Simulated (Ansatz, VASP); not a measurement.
## Tl in VASP and in Ansatz

```
Tl
1.0
     3.46799    0.00000    0.00000
    -1.73399    3.00337    0.00000
     0.00000    0.00000    5.49300
Tl
2
Cartesian
  0.0000 2.0022 1.3732
  1.7340 1.0011 4.1197
```

Alike in both runs: functional PBEsol; k mesh 16 × 16 × 10; occupations fermi-dirac, width 0.1 eV; no spin polarisation.

Ansatz relaxed the structure, and its values are those at the end. VASP's run is a single point on that final structure, the one shown.

```csv
,VASP,Ansatz
version,VASP 6.6.1,Ansatz 0.2.0
potentials or method,"VASP PAW PBE potentials, release 64 (Tl_d)","PAW with Ansatz's default frozen-core files, scalar-relativistic"
plane-wave cutoff (eV),520,420
valence electrons in the cell,26,26
```

```csv
,VASP,Ansatz,Ansatz less VASP
pressure (GPa),-0.1,0.0,+0.07
```

VASP's potentials were made for PBE, not for PBEsol.

Neither program's run includes spin-orbit coupling.
